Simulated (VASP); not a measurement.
# S (R-3) in VASP: a series of runs

Runs on S. Level: PBEsol. Tasks: single point.

Program: VASP 6.6.1. These are calculated values, not measurements. Logs are shortened: lines on timing, memory, paths and dates and some standing lists are left out, and cuts for length are marked.

### 1 The cell of the first run

It takes space group R-3 (No. 148, trigonal). Conventional cell: a = 10.419 Å, b = 10.419 Å, c = 4.377 Å, α = 90.00°, β = 90.00°, γ = 120.00°. S (site symmetry 1) has 2 S at 2.08 Å within 2.7 Å.

### 2 Single point, PBEsol

INCAR reads:

```
  ALGO = Normal
  EDIFF = 1E-6
  ENCUT = 520
  GGA = PS
  ISIF = 2
  ISMEAR = 0
  LASPH = T
  LCHARG = F
  LREAL = F
  LWAVE = F
  NBANDS = 27
  NELM = 80
  PREC = Accurate
  SIGMA = 0.02
```

KPOINTS reads:

```
k-points
0
Gamma
  6 6 6
```

POSCAR reads:

```
S
1.0
    5.2093132668      3.0075984168      1.4589420025
   -5.2093132668      3.0075984168      1.4589420025
    0.0000000000     -6.0151968337      1.4589420024
S
6
Direct
    0.2565548155      0.1462768607      0.9055104912
    0.9055104912      0.2565548155      0.1462768607
    0.1462768607      0.9055104912      0.2565548155
    0.7434451845      0.8537231393      0.0944895088
    0.0944895088      0.7434451845      0.8537231393
    0.8537231393      0.0944895088      0.7434451845
```

Potentials or basis: VASP PAW PBE potentials, release 64 (S).

The run is started by

```sh
$ cat potpaw_PBE.64/S/POTCAR > POTCAR
$ mpirun -np 1 vasp_std > vasp.out
```

OUTCAR:

```text
EDIFF = 1E-6
   ENCUT = 520
   GGA = PS
   ISIF = 2
   ISMEAR = 0
   LASPH = T
   LREAL = F
   NELM = 80
   PREC = Accurate

 ion  position               nearest neighbor table
   1  0.257  0.146  0.906-   5 2.08   6 2.08
   2  0.906  0.257  0.146-   4 2.08   6 2.08
   3  0.146  0.906  0.257-   5 2.08   4 2.08
   4  0.743  0.854  0.094-   2 2.08   3 2.08
   5  0.094  0.743  0.854-   1 2.08   3 2.08
   6  0.854  0.094  0.743-   2 2.08   1 2.08

  LATTYP: Found a trigonal (rhomboedric) cell.
 ALAT       =     6.1895964905
 COS(alpha) =    -0.4166620834

  Lattice vectors:

 A1 = (   5.2093132668,   3.0075984168,   1.4589420025)
 A2 = (  -5.2093132668,   3.0075984168,   1.4589420025)
 A3 = (   0.0000000000,  -6.0151968337,   1.4589420024)

Analysis of symmetry for initial positions (statically):
=====================================================================
 Subroutine PRICEL returns:
 Original cell was already a primitive cell.

 Routine SETGRP: Setting up the symmetry group for a
 trigonal (rhombohedral) supercell.

 Subroutine GETGRP returns: Found  6 space group operations
 (whereof  6 operations were pure point group operations)
 out of a pool of 12 trial point group operations.

The static configuration has the point symmetry S_6 .

Analysis of symmetry for dynamics (positions and initial velocities):
=====================================================================
 Subroutine PRICEL returns:
 Original cell was already a primitive cell.

 Routine SETGRP: Setting up the symmetry group for a
 trigonal (rhombohedral) supercell.

 Subroutine GETGRP returns: Found  6 space group operations
 (whereof  6 operations were pure point group operations)
 out of a pool of 12 trial point group operations.

The dynamic configuration has the point symmetry S_6 .

 Subroutine INISYM returns: Found  6 space group operations
 (whereof  6 operations are pure point group operations),
 and found     1 'primitive' translations

----------------------------------------------------------------------------------------

                                     Primitive cell

  volume of cell :     137.1480

  direct lattice vectors                    reciprocal lattice vectors
     5.209313267  3.007598417  1.458942002     0.095981941  0.055415200  0.228476069
    -5.209313267  3.007598417  1.458942002    -0.095981941  0.055415200  0.228476069
     0.000000000 -6.015196834  1.458942002     0.000000000 -0.110830399  0.228476069

  length of vectors
     6.189596490  6.189596490  6.189596490     0.253938361  0.253938361  0.253938361

  position of ions in fractional coordinates (direct lattice)
     0.256554816  0.146276861  0.905510491
     0.905510491  0.256554816  0.146276861
     0.146276861  0.905510491  0.256554816
     0.743445184  0.853723139  0.094489509
     0.094489509  0.743445184  0.853723139
     0.853723139  0.094489509  0.743445184

  ion indices of the primitive-cell ions
   primitive index   ion index
                 1           1
                 2           2
                 3           3
                 4           4
                 5           5
                 6           6

----------------------------------------------------------------------------------------

 KPOINTS: k-points

Automatic generation of k-mesh.
 Grid dimensions read from file:
 generate k-points for:    6    6    6

 Generating k-lattice:

  Cartesian coordinates                     Fractional coordinates (reciprocal lattice)
     0.015996990  0.009235867  0.038079345     0.166666667  0.000000000  0.000000000
    -0.015996990  0.009235867  0.038079345     0.000000000  0.166666667  0.000000000
     0.000000000 -0.018471733  0.038079345     0.000000000  0.000000000  0.166666667

  Length of vectors
     0.042323060  0.042323060  0.042323060

  Shift w.r.t. Gamma in fractional coordinates (k-lattice)
     0.000000000  0.000000000  0.000000000

 Subroutine IBZKPT returns following result:
 ===========================================

 Found     40 irreducible k-points:

 Following reciprocal coordinates:
            Coordinates               Weight
  0.000000  0.000000  0.000000      1.000000
  0.166667  0.000000  0.000000      6.000000
  0.333333  0.000000  0.000000      6.000000
  0.500000  0.000000  0.000000      3.000000
  0.166667  0.166667  0.000000      6.000000
  0.333333  0.166667  0.000000      6.000000
[... 16 lines left out ...]
  0.333333  0.333333  0.166667      6.000000
  0.500000  0.333333  0.166667      6.000000
 [... further k-points ...]
   k-points           NKPTS =     40   k-points in BZ     NKDIM =     40   number of bands    NBANDS=     27
   number of dos      NEDOS =    301   number of ions     NIONS =      6
   total plane-waves  NPLWV = 110592
   dimension x,y,z NGX =    48 NGY =   48 NGZ =   48
   dimension x,y,z NGXF=    96 NGYF=   96 NGZF=   96
   ions per type =               6
   NGX,Y,Z   is equivalent  to a cutoff of  12.89, 12.89, 12.89 a.u.
   NGXF,Y,Z  is equivalent  to a cutoff of  25.78, 25.78, 25.78 a.u.
 SYSTEM =  unknown system
   PREC   = accura    normal or accurate (medium, high low for compatibility)
   ISTART =      0    job   : 0-new  1-cont  2-samecut
   ICHARG =      2    charge: 1-file 2-atom 10-const
   ISPIN  =      1    spin polarized calculation?
   LNONCOLLINEAR =      F non collinear calculations
   LSORBIT =      F    spin-orbit coupling
   LASPH  =      T    aspherical Exc in radial PAW
   ENCUT  =  520.0 eV  38.22 Ry    6.18 a.u.  11.51 11.51 11.51*2*pi/ulx,y,z
   NELM   =     80;   NELMIN=  2; NELMDL= -5     # of ELM steps
   EDIFF  = 0.1E-05   stopping-criterion for ELM
   LREAL  =      F    real-space projection
   EDIFFG = 0.1E-04   stopping-criterion for IOM
   NSW    =      0    number of steps for IOM
   IBRION =     -1    ionic relax: 0-MD 1-quasi-New 2-CG
   NFREE  =      0    steps in history (QN), initial steepest desc. (CG)
   ISIF   =      2    stress and relaxation
   ISYM   =      2    0-nonsym 1-usesym 2-fastsym
   POTIM  = 0.5000    time-step for ionic-motion
   TEBEG  =    0.0;   TEEND  =   0.0 temperature during run
   PSTRESS=    0.0 pullay stress
   NELECT =      36.0000    total number of electrons
   NUPDOWN=      -1.0000    fix difference up-down
   EMIN   =  10.00;   EMAX   =-10.00  energy-range for DOS
   EFERMI =   0.00;   METHOD = LEGACY
   ISMEAR =     0;   SIGMA  =   0.02  broadening in eV -4-tet -1-fermi 0-gaus
   EFERMI_NEDOS =   21; number of points for ismear=-14 and -15
   IALGO  =     38    algorithm
   IMIX   =      4    mixing-type and parameters
     AMIX     =   0.40;   BMIX     =  1.00
     AMIX_MAG =   1.60;   BMIX_MAG =  1.00
  volume/ion in A,a.u.               =      22.86       154.25
  Fermi-wavevector in a.u.,A,eV,Ry     =   1.048204  1.980818 14.949150  1.098732
  Thomas-Fermi vector in A             =   2.183116
   LORBIT       =      0    0 simple, 1 ext, 2 COOP (PROOUT), +10 PAW based schemes
   GGA     = PS    functional components
   LHFCALC =     F    Hartree Fock is set to
   AEXX    =    0.0000 exact exchange contribution
   IVDW    =     0    specifies the selected vdW correction
   LEPSILON=     F    determine dielectric tensor
   LRPA    =     F    only Hartree local field effects (RPA)
 non-spin polarized calculation
 Gauss-broadening in eV      SIGMA  =   0.02
  energy-cutoff  :      520.00
  volume of cell :      137.15
 maximum number of plane-waves:      3731
 NGX is ok and might be reduce to    48
   NGX = 23   NGY = 23   NGZ = 23

 number of electron      36.0000000 magnetization

 Free energy of the ion-electron system (eV)
  ---------------------------------------------------
  ext. energy  EPLUGINS =         0.00000000
  ---------------------------------------------------
  free energy    TOTEN  =       -26.10507384 eV

  energy without entropy =      -26.10507384  energy(sigma->0) =      -26.10507384

 E-fermi :   3.0744     XC(G=0):  -9.0494

 val. band max:        2.9833981444   @ k =   0.5000   0.5000   0.5000
 cond. band min:       5.0440992881   @ k =   0.3333  -0.1667  -0.3333
 fundamental gap:      2.0607011436
 Fermi energy:         3.0743594039

 k-point     1 :       0.0000    0.0000    0.0000
  band No.  band energies     occupation
      1     -13.7142      2.00000
      2     -11.6250      2.00000
      3     -11.6250      2.00000
      4      -8.5772      2.00000
      5      -8.5772      2.00000
      6      -5.8981      2.00000
[... 19 lines left out ...]
     26       9.8257      0.00000
     27       9.9794      0.00000

 k-point     2 :       0.1667    0.0000    0.0000
  band No.  band energies     occupation
      1     -13.6575      2.00000
      2     -11.6816      2.00000
      3     -11.6320      2.00000
      4      -8.5782      2.00000
      5      -8.4894      2.00000
      6      -5.9433      2.00000
[... 19 lines left out ...]
     26       9.8410      0.00000
     27      10.0468      0.00000

 k-point     3 :       0.3333    0.0000    0.0000
  band No.  band energies     occupation
      1     -13.5338      2.00000
      2     -11.8007      2.00000
      3     -11.6462      2.00000
      4      -8.5783      2.00000
      5      -8.3086      2.00000
      6      -6.0716      2.00000
[... 19 lines left out ...]
     26      10.1100      0.00000
     27      10.4658      0.00000

 k-point     4 :       0.5000    0.0000    0.0000
  band No.  band energies     occupation
      1     -13.4652      2.00000
      2     -11.8647      2.00000
      3     -11.6533      2.00000
      4      -8.5775      2.00000
      5      -8.2143      2.00000
      6      -6.1527      2.00000
[... 19 lines left out ...]
     26      10.5764      0.00000
     27      10.8965      0.00000
[... 516 lines left out ...]
      4      -8.5812      2.00000
      5      -8.4488      2.00000
      6      -5.8170      2.00000
[... 19 lines left out ...]
     26       9.8556      0.00000
     27      10.3415      0.00000

 k-point    23 :       0.3333    0.3333    0.1667
  band No.  band energies     occupation
      1     -13.4137      2.00000
      2     -12.0221      2.00000
      3     -11.8558      2.00000
      4      -8.4819      2.00000
      5      -8.2181      2.00000
      6      -5.8402      2.00000
[... 19 lines left out ...]
     26       9.5656      0.00000
     27       9.9731      0.00000

 k-point    24 :       0.5000    0.3333    0.1667
  band No.  band energies     occupation
      1     -13.4376      2.00000
      2     -12.0654      2.00000
      3     -11.8225      2.00000
      4      -8.6046      2.00000
      5      -8.2167      2.00000
      6      -5.5684      2.00000
[... 19 lines left out ...]
     26       9.5660      0.00000
     27      10.0451      0.00000

 [... further k-points ...]

------------------------ aborting loop because EDIFF is reached ----------------------------------------

  FORCE on cell =-STRESS in cart. coord.  units (eV):
  Direction    XX          YY          ZZ          XY          YZ          ZX
  --------------------------------------------------------------------------------------
  -------------------------------------------------------------------------------------
  Total       -0.4091663     -0.4091663     -0.1814342      0.0000000     -0.0000000      0.0000000
  in kB       -4.7799228     -4.7799228     -2.1195323      0.0000005     -0.0000000      0.0000000
  external PRESSURE =      -3.8931260 kB  Pullay stress =       0.0000000 kB

 VOLUME and BASIS-vectors are now :
 -----------------------------------------------------------------------------
  energy-cutoff  :      520.00
  volume of cell :      137.15
      direct lattice vectors                 reciprocal lattice vectors
     5.209313267  3.007598417  1.458942002     0.095981941  0.055415200  0.228476069
    -5.209313267  3.007598417  1.458942002    -0.095981941  0.055415200  0.228476069
     0.000000000 -6.015196834  1.458942002     0.000000000 -0.110830399  0.228476069

 POSITION                                       TOTAL-FORCE (eV/Angst)
 -----------------------------------------------------------------------------------
      0.57447     -4.23527      1.90880        -0.024902     -0.074138     -0.063498
      3.38061      2.61514      1.90880         0.076656      0.015503     -0.063498
     -3.95509      1.62013      1.90880        -0.051754      0.058635     -0.063498
     -0.57447      4.23527      2.46803         0.024902      0.074138      0.063498
     -3.38061     -2.61514      2.46803        -0.076656     -0.015503      0.063498
      3.95509     -1.62013      2.46803         0.051754     -0.058635      0.063498
 -----------------------------------------------------------------------------------
    total drift:                               -0.000000     -0.000000      0.000000

  FREE ENERGIE OF THE ION-ELECTRON SYSTEM (eV)
  ---------------------------------------------------
  free  energy   TOTEN  =       -26.1050738449 eV

  energy  without entropy=      -26.1050738449  energy(sigma->0) =      -26.10507384
```

Wall time 76 s (1 thread of Intel Xeon 6975P-C (Granite Rapids), shared host); peak memory 0.34 GiB.

What came out:

```yaml
Free_energy: -26.1051 eV
Pressure: -0.4 GPa
Largest_force: 0.101 eV/Å
Band_gap_on_the_k_mesh: 2.06 eV (least direct gap 2.15 eV)
```

Forces in eV/Å, atoms in the order of the input:
```
S   -0.025 -0.074 -0.063
S    0.077  0.016 -0.063
S   -0.052  0.059 -0.063
S    0.025  0.074  0.063
S   -0.077 -0.016  0.063
S    0.052 -0.059  0.063
```

Stress tensor (GPa, compression positive):
```
-0.48  0.00  0.00
 0.00 -0.48  0.00
 0.00  0.00 -0.21
```

Caveat: this functional lacks dispersion, which holds the molecules together, so the pressure and a relaxed volume are unreliable; the PAW data sets were made with another functional, which shifts forces and pressure a little.

(Part 1 of 2 ends here.)
